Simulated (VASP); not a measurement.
Input of a VASP 6.6.1 run:

INCAR

```
ALGO     = Normal         # electronic algorithm
EDIFF    = 1E-6           # SCF threshold, eV
ENCUT    = 520            # plane-wave cutoff, eV
GGA      = PE             # functional
ISIF     = 2              # what is computed and relaxed
ISMEAR   = -1             # smearing method
IVDW     = 12             # dispersion correction
LASPH    = T              # aspherical terms in the spheres
LCHARG   = F              # write CHGCAR
LREAL    = F              # projectors in reciprocal space
LWAVE    = F              # write WAVECAR
NBANDS   = 84             # bands
NELM     = 100            # most SCF steps
PREC     = Accurate       # precision mode
SIGMA    = 0.15           # smearing width, eV
```

KPOINTS

```
k-points
0
Gamma
  3 2 4
```

The input POSCAR:

```
Ti12H
1.0
    5.9000000000      0.0000000000      0.0000000000
   -4.4250000000      7.6643250000      0.0000000000
    0.0000000000      0.0000000000      4.6846000000
Ti H
12 1
Direct
    0.0348363946      0.0117818595      0.0231609956
    0.1006863258      0.2229941971      0.5007684754
    0.1030183802      0.4043408911      0.0487128037
    0.1668162338      0.5452013061      0.5473039320
   -0.0168644219      0.6531299234     -0.0393203262
    0.1892817363      0.8613022021      0.4725270034
    0.5686533693      0.0273344358      0.0152414294
    0.6350794171      0.2171228386      0.4866370661
    0.4421063734      0.3279610403     -0.0410493959
    0.6230275100      0.5194717082      0.4603808223
    0.5653974125      0.6903151941      0.0172266576
    0.6770608628      0.8873579865      0.5044614268
    0.7319524596      0.3066936749      1.9218716646
```

Potentials or basis: VASP PAW PBE potentials, release 64 (Ti_sv, H).

The run is started by

```bash
$ cat potpaw_PBE.64/Ti_sv/POTCAR potpaw_PBE.64/H/POTCAR > POTCAR
$ mpirun -np 1 vasp_std > vasp.out
```

Q: Predict the pressure.

A: -3.9 GPa.

Q: Predict the band gap on the k mesh.

A: Zero (an odd number of electrons rules out a gap without spin polarisation).

Q: Estimate the largest force.

A: 2.581 eV/Å.

Q: What does it give for the dispersion energy per atom?

A: -0.561 eV.

Forces in eV/Å, atoms in the order of the input:
```
Ti   0.335 -0.515 -0.231
Ti   0.987 -0.737  0.160
Ti  -2.111 -1.463  0.257
Ti   0.269  0.365 -0.451
Ti   0.278  0.495  0.425
Ti  -1.027  0.683  0.032
Ti  -0.232 -0.129 -0.627
Ti  -0.458  0.445  0.567
Ti   1.552  0.338  0.013
Ti   0.055  0.865  0.186
Ti  -0.827  0.700 -0.385
Ti   0.571 -0.188  0.255
H    0.607 -0.859 -0.201
```

Caveat: the k points lie up to 0.41 Å⁻¹ apart, too coarse for converged energies and pressures of a metal; the atoms stand as in a frame of molecular dynamics.
